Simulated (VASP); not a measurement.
# NaH (Fm-3m) in VASP: a series of runs

Runs on NaH. Level: r2SCAN. Tasks: single point.

Program: VASP 6.6.1. These are calculated values, not measurements. Logs are shortened: lines on timing, memory, paths and dates and some standing lists are left out, and cuts for length are marked.

## 1. The cell of the first run

The structure is cubic, space group Fm-3m (No. 225). Conventional cell: a = 4.953 Å, b = 4.953 Å, c = 4.953 Å, α = 90.00°, β = 90.00°, γ = 90.00°. Within 3.3 Å of Na (site symmetry m-3m) lie 6 H at 2.48 Å. Within 3.3 Å of H (site symmetry m-3m) lie 6 Na at 2.48 Å.

## 2. Single point, r2SCAN

Input file POSCAR:

```
NaH
1.0
    2.4764608803      2.4764608803      0.0000000000
   -2.4764608803      2.4764608803      0.0000000000
    0.0000000000      2.4764608803      2.4764608803
Na H
1 1
Direct
    0.0000000000      0.0000000000      0.0000000000
    0.5000000000      0.5000000000      0.0000000000
```

Input file INCAR.step1:

```
PREC = Accurate
ENCUT = 520
ISMEAR = 0
SIGMA = 0.01
LREAL = False
LASPH = True
NELM = 80
NBANDS = 11
GGA = PE
ALGO = Normal
EDIFF = 1E-4
LWAVE = True
LCHARG = False
```

Input file INCAR.step2:

```
PREC = Accurate
ENCUT = 520
EDIFF = 1E-6
ISMEAR = 0
SIGMA = 0.01
LREAL = False
LASPH = True
NELM = 80
ALGO = Normal
ISIF = 2
LWAVE = False
LCHARG = True
METAGGA = R2SCAN
LMIXTAU = True
LELF = True
LVHAR = True
NBANDS = 11
ISTART = 1
```

Input file KPOINTS:

```
Automatic mesh
0
Gamma
  8 8 8
```

Potentials or basis: VASP PAW PBE potentials, release 64 (Na_pv, H).

Command:

```bash
$ cat potpaw_PBE.64/Na_pv/POTCAR potpaw_PBE.64/H/POTCAR > POTCAR
$ cp INCAR.step1 INCAR
$ mpirun -np 1 vasp_std > vasp.out
$ cp INCAR.step2 INCAR
$ mpirun -np 1 vasp_std > vasp.out
```

OUTCAR:

```text
PREC = Accurate
   ENCUT = 520
   EDIFF = 1E-6
   ISMEAR = 0
   LREAL = False
   LASPH = True
   NELM = 80
   ISIF = 2
   METAGGA = R2SCAN
   ISTART = 1

 ion  position               nearest neighbor table
   1  0.000  0.000  0.000-
   2  0.500  0.500  0.000-

  LATTYP: Found a face centered cubic cell.
 ALAT       =     4.9529217606

  Lattice vectors:

 A1 = (   0.0000000000,   2.4764608803,   2.4764608803)
 A2 = (   2.4764608803,   0.0000000000,   2.4764608803)
 A3 = (   2.4764608803,   2.4764608803,   0.0000000000)

Analysis of symmetry for initial positions (statically):
=====================================================================
 Subroutine PRICEL returns:
 Original cell was already a primitive cell.

 Routine SETGRP: Setting up the symmetry group for a
 face centered cubic supercell.

 Subroutine GETGRP returns: Found 48 space group operations
 (whereof 48 operations were pure point group operations)
 out of a pool of 48 trial point group operations.

The static configuration has the point symmetry O_h .

Analysis of symmetry for dynamics (positions and initial velocities):
=====================================================================
 Subroutine PRICEL returns:
 Original cell was already a primitive cell.

 Routine SETGRP: Setting up the symmetry group for a
 face centered cubic supercell.

 Subroutine GETGRP returns: Found 48 space group operations
 (whereof 48 operations were pure point group operations)
 out of a pool of 48 trial point group operations.

The dynamic configuration has the point symmetry O_h .

 Subroutine INISYM returns: Found 48 space group operations
 (whereof 48 operations are pure point group operations),
 and found     1 'primitive' translations

----------------------------------------------------------------------------------------

                                     Primitive cell

  volume of cell :      30.3756

  direct lattice vectors                    reciprocal lattice vectors
     2.476460880  2.476460880  0.000000000     0.201901029  0.201901029 -0.201901029
    -2.476460880  2.476460880  0.000000000    -0.201901029  0.201901029 -0.201901029
     0.000000000  2.476460880  2.476460880     0.000000000  0.000000000  0.403802058

  length of vectors
     3.502244564  3.502244564  3.502244564     0.349702840  0.349702840  0.403802058

  position of ions in fractional coordinates (direct lattice)
     0.000000000  0.000000000  0.000000000
     0.500000000  0.500000000  0.000000000

  ion indices of the primitive-cell ions
   primitive index   ion index
                 1           1
                 2           2

----------------------------------------------------------------------------------------

 KPOINTS: Automatic mesh

Automatic generation of k-mesh.
 Grid dimensions read from file:
 generate k-points for:    8    8    8

 Generating k-lattice:

  Cartesian coordinates                     Fractional coordinates (reciprocal lattice)
     0.025237629  0.025237629 -0.025237629     0.125000000  0.000000000  0.000000000
    -0.025237629  0.025237629 -0.025237629     0.000000000  0.125000000  0.000000000
     0.000000000  0.000000000  0.050475257     0.000000000  0.000000000  0.125000000

  Length of vectors
     0.043712855  0.043712855  0.050475257

  Shift w.r.t. Gamma in fractional coordinates (k-lattice)
     0.000000000  0.000000000  0.000000000

 Subroutine IBZKPT returns following result:
 ===========================================

 Found     29 irreducible k-points:

 Following reciprocal coordinates:
            Coordinates               Weight
  0.000000  0.000000  0.000000      1.000000
  0.125000  0.000000  0.000000      8.000000
  0.250000  0.000000  0.000000      8.000000
  0.375000  0.000000  0.000000      8.000000
  0.500000  0.000000  0.000000      4.000000
  0.125000  0.125000  0.000000     12.000000
[... 16 lines left out ...]
  0.375000  0.250000  0.125000     48.000000
  0.500000  0.250000  0.125000     24.000000
 [... further k-points ...]
   k-points           NKPTS =     29   k-points in BZ     NKDIM =     29   number of bands    NBANDS=     11
   number of dos      NEDOS =    301   number of ions     NIONS =      2
   total plane-waves  NPLWV =  21952
   dimension x,y,z NGX =    28 NGY =   28 NGZ =   28
   dimension x,y,z NGXF=    56 NGYF=   56 NGZF=   56
   ions per type =               1   1
   NGX,Y,Z   is equivalent  to a cutoff of  13.29, 13.29, 13.29 a.u.
   NGXF,Y,Z  is equivalent  to a cutoff of  26.58, 26.58, 26.58 a.u.
 SYSTEM =  unknown system
   PREC   = accura    normal or accurate (medium, high low for compatibility)
   ISTART =      1    job   : 0-new  1-cont  2-samecut
   ICHARG =      0    charge: 1-file 2-atom 10-const
   ISPIN  =      1    spin polarized calculation?
   LNONCOLLINEAR =      F non collinear calculations
   LSORBIT =      F    spin-orbit coupling
   LASPH  =      T    aspherical Exc in radial PAW
   ENCUT  =  520.0 eV  38.22 Ry    6.18 a.u.   6.51  6.51  6.51*2*pi/ulx,y,z
   NELM   =     80;   NELMIN=  2; NELMDL=  0     # of ELM steps
   EDIFF  = 0.1E-05   stopping-criterion for ELM
   LREAL  =      F    real-space projection
   EDIFFG = 0.1E-04   stopping-criterion for IOM
   NSW    =      0    number of steps for IOM
   IBRION =     -1    ionic relax: 0-MD 1-quasi-New 2-CG
   NFREE  =      0    steps in history (QN), initial steepest desc. (CG)
   ISIF   =      2    stress and relaxation
   ISYM   =      2    0-nonsym 1-usesym 2-fastsym
   POTIM  = 0.5000    time-step for ionic-motion
   TEBEG  =    0.0;   TEEND  =   0.0 temperature during run
   PSTRESS=    0.0 pullay stress
   NELECT =       8.0000    total number of electrons
   NUPDOWN=      -1.0000    fix difference up-down
   EMIN   =  10.00;   EMAX   =-10.00  energy-range for DOS
   EFERMI =   0.00;   METHOD = LEGACY
   ISMEAR =     0;   SIGMA  =   0.01  broadening in eV -4-tet -1-fermi 0-gaus
   EFERMI_NEDOS =   21; number of points for ismear=-14 and -15
   IALGO  =     38    algorithm
   IMIX   =      4    mixing-type and parameters
     AMIX     =   0.40;   BMIX     =  1.00
     AMIX_MAG =   1.60;   BMIX_MAG =  1.00
  volume/ion in A,a.u.               =      15.19       102.49
  Fermi-wavevector in a.u.,A,eV,Ry     =   1.049373  1.983028 14.982523  1.101184
  Thomas-Fermi vector in A             =   2.184333
   LORBIT       =      0    0 simple, 1 ext, 2 COOP (PROOUT), +10 PAW based schemes
   METAGGA = R2SCAN    functional components
   LHFCALC =     F    Hartree Fock is set to
   AEXX    =    0.0000 exact exchange contribution
   IVDW    =     0    specifies the selected vdW correction
   LEPSILON=     F    determine dielectric tensor
   LRPA    =     F    only Hartree local field effects (RPA)
 non-spin polarized calculation
 Gauss-broadening in eV      SIGMA  =   0.01
  energy-cutoff  :      520.00
  volume of cell :       30.38
 maximum number of plane-waves:       869
 NGX is ok and might be reduce to    28
   NGX = 13   NGY = 13   NGZ = 13

 number of electron       8.0000003 magnetization

 Free energy of the ion-electron system (eV)
  ---------------------------------------------------
  ext. energy  EPLUGINS =         0.00000000
  ---------------------------------------------------
  free energy    TOTEN  =        -7.58063284 eV

  energy without entropy =       -7.58063284  energy(sigma->0) =       -7.58063284

 E-fermi :  -1.6141     XC(G=0):  -7.8698

 val. band max:       -1.6653475458   @ k =   0.5000   0.5000   0.2500
 cond. band min:       2.5738454565   @ k =   0.5000   0.0000   0.0000
 fundamental gap:      4.2391930023
 Fermi energy:        -1.6140510158

 k-point     1 :       0.0000    0.0000    0.0000
  band No.  band energies     occupation
      1     -24.7085      2.00000
      2     -24.7084      2.00000
      3     -24.7082      2.00000
      4      -5.0169      2.00000
      5       9.1125      0.00000
      6      14.1374      0.00000
      7      14.1376      0.00000
      8      14.1379      0.00000
      9      14.8834      0.00000
     10      14.8836      0.00000
     11      14.8839      0.00000

 k-point     2 :       0.1250    0.0000    0.0000
  band No.  band energies     occupation
      1     -24.7184      2.00000
      2     -24.7097      2.00000
      3     -24.7095      2.00000
      4      -4.7625      2.00000
      5       8.1999      0.00000
      6      11.6181      0.00000
      7      13.2875      0.00000
      8      13.2876      0.00000
      9      15.8603      0.00000
     10      15.8604      0.00000
     11      16.1403      0.00000

 k-point     3 :       0.2500    0.0000    0.0000
  band No.  band energies     occupation
      1     -24.7426      2.00000
      2     -24.7126      2.00000
      3     -24.7124      2.00000
      4      -4.0436      2.00000
      5       5.8899      0.00000
      6      10.2252      0.00000
      7      12.4638      0.00000
      8      12.4639      0.00000
      9      15.9848      0.00000
     10      15.9851      0.00000
     11      17.4084      0.00000

 k-point     4 :       0.3750    0.0000    0.0000
  band No.  band energies     occupation
      1     -24.7666      2.00000
      2     -24.7155      2.00000
      3     -24.7153      2.00000
      4      -3.0546      2.00000
      5       3.6173      0.00000
      6       9.6628      0.00000
      7      11.9584      0.00000
      8      11.9585      0.00000
      9      15.3644      0.00000
     10      15.3648      0.00000
     11      17.6704      0.00000
[... 239 lines left out ...]
 k-point    22 :       0.2500    0.2500    0.1250
  band No.  band energies     occupation
      1     -24.7480      2.00000
      2     -24.7244      2.00000
      3     -24.7164      2.00000
      4      -3.4660      2.00000
      5       5.5172      0.00000
      6       7.9054      0.00000
      7      10.8312      0.00000
      8      13.6646      0.00000
      9      14.0512      0.00000
     10      16.5562      0.00000
     11      19.1952      0.00000

 k-point    23 :       0.3750    0.2500    0.1250
  band No.  band energies     occupation
      1     -24.7606      2.00000
      2     -24.7313      2.00000
      3     -24.7200      2.00000
      4      -2.5979      2.00000
      5       4.1105      0.00000
      6       6.7566      0.00000
      7       9.9916      0.00000
      8      13.6257      0.00000
      9      14.8414      0.00000
     10      16.8133      0.00000
     11      18.9711      0.00000

 k-point    24 :       0.5000    0.2500    0.1250
  band No.  band energies     occupation
      1     -24.7661      2.00000
      2     -24.7334      2.00000
      3     -24.7221      2.00000
      4      -2.1115      2.00000
      5       3.3299      0.00000
      6       6.4906      0.00000
      7       9.6477      0.00000
      8      13.5731      0.00000
      9      14.6959      0.00000
     10      17.8886      0.00000
     11      19.9548      0.00000

 [... further k-points ...]

------------------------ aborting loop because EDIFF is reached ----------------------------------------

  FORCE on cell =-STRESS in cart. coord.  units (eV):
  Direction    XX          YY          ZZ          XY          YZ          ZX
  --------------------------------------------------------------------------------------
  -------------------------------------------------------------------------------------
  Total       -0.4125674     -0.4125674     -0.4125674     -0.0000000     -0.0000000      0.0000000
  in kB      -21.7611132    -21.7611132    -21.7611132     -0.0000000     -0.0000000      0.0000000
  external PRESSURE =     -21.7611132 kB  Pullay stress =       0.0000000 kB

 VOLUME and BASIS-vectors are now :
 -----------------------------------------------------------------------------
  energy-cutoff  :      520.00
  volume of cell :       30.38
      direct lattice vectors                 reciprocal lattice vectors
     2.476460880  2.476460880  0.000000000     0.201901029  0.201901029 -0.201901029
    -2.476460880  2.476460880  0.000000000    -0.201901029  0.201901029 -0.201901029
     0.000000000  2.476460880  2.476460880     0.000000000  0.000000000  0.403802058

 POSITION                                       TOTAL-FORCE (eV/Angst)
 -----------------------------------------------------------------------------------
      0.00000      0.00000      0.00000         0.000000     -0.000000      0.000000
      0.00000      2.47646      0.00000        -0.000000      0.000000      0.000000
 -----------------------------------------------------------------------------------
    total drift:                               -0.000000     -0.000000     -0.000000

  FREE ENERGIE OF THE ION-ELECTRON SYSTEM (eV)
  ---------------------------------------------------
  free  energy   TOTEN  =        -7.5806328364 eV

  energy  without entropy=       -7.5806328364  energy(sigma->0) =       -7.58063284
```

Run time: 23 s. Hardware: 1 thread of Intel Xeon 6975P-C (Granite Rapids), shared host; peak memory 0.16 GiB.

Results:

| Item | Value |
| --- | --- |
| Free energy | -7.5806 eV |
| Pressure | -2.2 GPa |
| Band gap on the k mesh | 4.24 eV, indirect (least direct gap 5.04 eV) |

Levels at points of the mesh, in eV from the valence-band top:
| k point | band 1 | band 2 | band 3 | band 4 | band 5 | band 6 | band 7 | band 8 | band 9 |
| --- | --- | --- | --- | --- | --- | --- | --- | --- | --- |
| (0.00, 0.00, 0.00) | -23.04 | -23.04 | -23.04 | -3.35 | 10.78 | 15.80 | 15.80 | 15.80 | 16.55 |
| (0.50, 0.00, 0.00) | -23.11 | -23.05 | -23.05 | -0.80 | 4.24 | 11.17 | 13.45 | 13.45 | 16.78 |
| (0.50, 0.50, 0.00) | -23.10 | -23.07 | -23.07 | -0.15 | 5.03 | 10.42 | 10.92 | 10.92 | 12.28 |

Caveat: the PAW data sets were made with another functional, which shifts forces and pressure a little. A k mesh can miss the band edges.

## 3. Single point, r2SCAN

POSCAR is that of step 2.

Input file INCAR.step1:

```
SYSTEM = NaH
PREC = Accurate
ENCUT = 520
ISMEAR = 0
SIGMA = 0.01
LREAL = .False.
LASPH = .True.
NELM = 60
NBANDS = 11
GGA = PE
ALGO = Normal
EDIFF = 1E-4
LWAVE = .True.
LCHARG = .False.
```

Input file INCAR.step2:

```
SYSTEM = NaH
PREC = Accurate
ENCUT = 520
EDIFF = 1E-6
ISMEAR = 0
SIGMA = 0.01
LREAL = .False.
LASPH = .True.
NELM = 60
ALGO = Normal
ISIF = 2
LWAVE = .False.
LCHARG = .False.
METAGGA = R2SCAN
LMIXTAU = .True.
NBANDS = 11
ISTART = 1
```

Input file KPOINTS:

```
regular mesh
0
Gamma
  8 8 8
  0 0 0
```

Potentials or basis: VASP PAW PBE potentials, release 64 (Na_pv, H).

Command:

```bash
$ cat potpaw_PBE.64/Na_pv/POTCAR potpaw_PBE.64/H/POTCAR > POTCAR
$ cp INCAR.step1 INCAR
$ mpirun -np 1 vasp_std > vasp.out
$ cp INCAR.step2 INCAR
$ mpirun -np 1 vasp_std > vasp.out
```

OUTCAR:

```text
SYSTEM = NaH
   PREC = Accurate
   ENCUT = 520
   EDIFF = 1E-6
   ISMEAR = 0
   LREAL = .False.
   LASPH = .True.
   NELM = 60
   ISIF = 2
   METAGGA = R2SCAN
   ISTART = 1

 ion  position               nearest neighbor table
   1  0.000  0.000  0.000-
   2  0.500  0.500  0.000-

  LATTYP: Found a face centered cubic cell.
 ALAT       =     4.9529217606

  Lattice vectors:

 A1 = (   0.0000000000,   2.4764608803,   2.4764608803)
 A2 = (   2.4764608803,   0.0000000000,   2.4764608803)
 A3 = (   2.4764608803,   2.4764608803,   0.0000000000)

Analysis of symmetry for initial positions (statically):
=====================================================================
 Subroutine PRICEL returns:
 Original cell was already a primitive cell.

 Routine SETGRP: Setting up the symmetry group for a
 face centered cubic supercell.

 Subroutine GETGRP returns: Found 48 space group operations
 (whereof 48 operations were pure point group operations)
 out of a pool of 48 trial point group operations.

The static configuration has the point symmetry O_h .

[... 169 lines left out ...]
  band No.  band energies     occupation
      1     -24.7085      2.00000
      2     -24.7084      2.00000
      3     -24.7082      2.00000
      4      -5.0169      2.00000
      5       9.1125      0.00000
      6      14.1374      0.00000
      7      14.1376      0.00000
      8      14.1379      0.00000
      9      14.8834      0.00000
     10      14.8836      0.00000
     11      14.8839      0.00000
[... 309 lines left out ...]
 k-point    24 :       0.5000    0.2500    0.1250
  band No.  band energies     occupation
      1     -24.7661      2.00000
      2     -24.7334      2.00000
      3     -24.7221      2.00000
      4      -2.1115      2.00000
      5       3.3299      0.00000
      6       6.4906      0.00000
      7       9.6477      0.00000
      8      13.5731      0.00000
      9      14.6959      0.00000
     10      17.8886      0.00000
     11      19.9548      0.00000

 [... further k-points ...]

------------------------ aborting loop because EDIFF is reached ----------------------------------------

  FORCE on cell =-STRESS in cart. coord.  units (eV):
  Direction    XX          YY          ZZ          XY          YZ          ZX
  --------------------------------------------------------------------------------------
  -------------------------------------------------------------------------------------
  Total       -0.4125674     -0.4125674     -0.4125674     -0.0000000     -0.0000000      0.0000000
  in kB      -21.7611132    -21.7611132    -21.7611132     -0.0000000     -0.0000000      0.0000000
  external PRESSURE =     -21.7611132 kB  Pullay stress =       0.0000000 kB

 VOLUME and BASIS-vectors are now :
 -----------------------------------------------------------------------------
  energy-cutoff  :      520.00
  volume of cell :       30.38
      direct lattice vectors                 reciprocal lattice vectors
     2.476460880  2.476460880  0.000000000     0.201901029  0.201901029 -0.201901029
    -2.476460880  2.476460880  0.000000000    -0.201901029  0.201901029 -0.201901029
     0.000000000  2.476460880  2.476460880     0.000000000  0.000000000  0.403802058

 POSITION                                       TOTAL-FORCE (eV/Angst)
 -----------------------------------------------------------------------------------
      0.00000      0.00000      0.00000         0.000000     -0.000000      0.000000
      0.00000      2.47646      0.00000        -0.000000      0.000000      0.000000
 -----------------------------------------------------------------------------------
    total drift:                               -0.000000     -0.000000     -0.000000

  FREE ENERGIE OF THE ION-ELECTRON SYSTEM (eV)
  ---------------------------------------------------
  free  energy   TOTEN  =        -7.5806328364 eV

  energy  without entropy=       -7.5806328364  energy(sigma->0) =       -7.58063284
```

OSZICAR.step1:

```text
N       E                     dE             d eps       ncg     rms          rms(c)
DAV:   1     0.340890736186E+02    0.34089E+02   -0.46205E+03   641   0.745E+02
DAV:   2    -0.420278335077E+01   -0.38292E+02   -0.37645E+02   665   0.177E+02
DAV:   3    -0.549153131171E+01   -0.12887E+01   -0.12866E+01   790   0.327E+01
DAV:   4    -0.550023649764E+01   -0.87052E-02   -0.87044E-02   741   0.261E+00
DAV:   5    -0.550030904596E+01   -0.72548E-04   -0.72548E-04   742   0.255E-01    0.314E+00
DAV:   6    -0.516002616623E+01    0.34028E+00   -0.34850E-01   730   0.266E+00    0.143E+00
DAV:   7    -0.507209665427E+01    0.87930E-01   -0.32637E-01   722   0.205E+00    0.361E-01
DAV:   8    -0.507740866657E+01   -0.53120E-02   -0.10787E-02   695   0.920E-01    0.722E-02
DAV:   9    -0.507728614486E+01    0.12252E-03   -0.12881E-03   763   0.356E-01    0.226E-02
DAV:  10    -0.507727261595E+01    0.13529E-04   -0.65883E-05   458   0.514E-02
   1 F= -.50772726E+01 E0= -.50772726E+01  d E =-.320968E-74
```

Wall time 22 s (1 thread of Intel Xeon 6975P-C (Granite Rapids), shared host); peak memory 0.15 GiB.

What came out:

| Quantity | Value |
| --- | --- |
| Free energy | -7.5806 eV |
| Pressure | -2.2 GPa |
| Band gap on the k mesh | 4.24 eV, indirect (least direct gap 5.04 eV) |

Caveat: the PAW data sets were made with another functional, which shifts forces and pressure a little. r2SCAN opens gaps a little over a GGA but as a rule still falls short of measured ones.
